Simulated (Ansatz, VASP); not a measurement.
# One calculation of CdSe, two programs

Contents of INCAR:

```
ALGO     = Normal         # electronic algorithm
EDIFF    = 1E-6           # SCF threshold, eV
ENCUT    = 520            # plane-wave cutoff, eV
GGA      = PE             # functional
ISIF     = 2              # what is computed and relaxed
ISMEAR   = 0              # smearing method
LASPH    = True           # aspherical terms in the spheres
LCHARG   = False          # write CHGCAR
LREAL    = False          # projectors in reciprocal space
LWAVE    = False          # write WAVECAR
NBANDS   = 26             # bands
NELM     = 80             # most SCF steps
PREC     = Accurate       # precision mode
SIGMA    = 0.05           # smearing width, eV
```

Contents of KPOINTS:

```
k-points
0
Gamma
  12 12 4
```

File POSCAR:

```
CdSe
1.0
    4.1640828394      0.0000000000      0.0000000000
   -2.0820414197      3.6062015224      0.0000000000
    0.0000000000      0.0000000000      7.4754128114
Cd Se
2 2
Direct
    0.6666666667      0.3333333333      0.0000000000
    0.3333333333      0.6666666667      0.5000000000
    0.6666666667      0.3333333333      0.3750000000
    0.3333333333      0.6666666667      0.8750000000
```

Input for Ansatz:

```yaml
crystal:
  lattice:
    - [4.1640828394, 0.0, 0.0]
    - [-2.0820414197, 3.6062015224, 0.0]
    - [0.0, 0.0, 7.4754128114]
  atoms:
    - { symbol: Cd, position: [0.6666666667, 0.3333333333, 0.0] }
    - { symbol: Cd, position: [0.3333333333, 0.6666666667, 0.5] }
    - { symbol: Se, position: [0.6666666667, 0.3333333333, 0.375] }
    - { symbol: Se, position: [0.3333333333, 0.6666666667, 0.875] }
basis:
  ecutwfc: 420
kpoints:
  mp_grid: { grid: [12, 12, 4] }
hamiltonian:
  xc: pbe
scf:
  occupations: { method: gaussian, width: 0.05 }
output:
  forces: true
  stress: true
  eigenvalues: true
```

Alike in both runs: task single point; functional PBE; k mesh 12 × 12 × 4; occupations gaussian, width 0.05 eV; no spin polarisation.

|  | VASP | Ansatz |
| --- | --- | --- |
| version | VASP 6.6.1 | Ansatz 0.2.0 |
| potentials or method | VASP PAW PBE potentials, release 64 (Cd, Se), cutoff 520 eV | scalar-relativistic, plane waves, PAW |
| valence electrons in the cell | 36 | 72 |

VASP gave:

```
gap on the k mesh at the Fermi level (eV)                     : 0.54
least direct gap on the mesh (eV)                             : 0.54
pressure (GPa)                                                : 4.1
traceless stress, the component that is largest in VASP (GPa) : -5.26
rms of the force components (eV/Å)                            : 0.335
```

**Question.** Estimate Ansatz's values.

**Answer.** gap on the k mesh at the Fermi level (eV): 0.54; least direct gap on the mesh (eV): 0.54; pressure (GPa): 3.7; traceless stress, the component that is largest in VASP (GPa): -5.14; rms of the force components (eV/Å): 0.320.

Atom by atom the forces differ by 0.015 eV/Å (rms over components). The functional is the same, so the differences come from potentials, cutoffs and numerics. VASP's potentials hold 36 valence electrons a cell and Ansatz's 72, so a difference there can come from the potentials and not from the codes.
